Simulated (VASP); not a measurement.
Wanted: the native input for a VASP 6.6.1 run.

```
Task                   : relaxation of cell and atoms
Functional             : PBE
Potentials or basis    : VASP PAW PBE potentials, release 64 (Mg_sv, O)
Cutoff                 : 840 eV
k mesh                 : 4 × 4 × 4
Occupations            : gaussian, width 0.1 eV
Spin                   : no spin polarisation
Dipole correction      : no
Further INCAR settings : ALGO = Normal; EDIFF = 1e-07; IBRION = 2; EDIFFG = -0.04; NSW = 90; ISIF = 3
```

The structure of Mg2O lies in POSCAR:

```
Mg2O
1.0
    4.5749895638      0.0000000000      0.0000000000
    0.0000000000      4.5749895638      0.0000000000
    0.0000000000      0.0000000000      4.3431892413
Mg O
4 2
Direct
    0.2500000000      0.2500000000      0.4185288392
    0.7500000000      0.7500000000      0.4185288392
    0.7500000000      0.2500000000      0.9185288392
    0.2500000000      0.7500000000      0.9185288392
    0.5000000000      0.5000000000      0.1592561084
    0.0000000000      0.0000000000      0.6592561084
```

The cell was generated, and may not be a known phase.

One way to write it, as run:

INCAR

```
  PREC = Accurate
  ENCUT = 840
  EDIFF = 1E-7
  ISMEAR = 0
  SIGMA = 0.1
  LREAL = False
  LASPH = True
  NELM = 120
  ALGO = Normal
  ISIF = 3
  LWAVE = False
  LCHARG = False
  GGA = PE
  IBRION = 2
  NSW = 90
  EDIFFG = -0.04
  GGA_COMPAT = False
  NELMIN = 4
```

KPOINTS

```
Automatic mesh
0
Gamma
  4 4 4
```

Potentials or basis: VASP PAW PBE potentials, release 64 (Mg_sv, O).

Launch:

```bash
$ cat potpaw_PBE.64/Mg_sv/POTCAR potpaw_PBE.64/O/POTCAR > POTCAR
$ mpirun -np 1 vasp_std > vasp.out
```

It gave:

The relaxed volume is 15.81 Å³/atom, the relaxed cell is a = 5.207 Å, b = 5.207 Å, c = 3.499 Å, α = 90.00°, β = 90.00°, γ = 90.00° and the space group after relaxing (to 0.1 Å) is P4_2nm (No. 102). The energy gained by relaxing is 137.8 meV/atom and the ionic steps are 15. The pressure after relaxing is 0.1 GPa and the largest force after relaxing is 0.024 eV/Å. The band gap on the k mesh is zero (bands 26 and 27 overlap by 0.94 eV).

Caveat: the k points lie up to 0.45 Å⁻¹ apart in the final cell, too coarse for converged energies and pressures of a metal; a cell axis changed by over 15 % at a fixed basis, so the end point is rough.

Run time: 15 min on 1 thread of AMD EPYC 7R13 Processor (Zen 3) (shared host), peak memory 0.31 GiB.
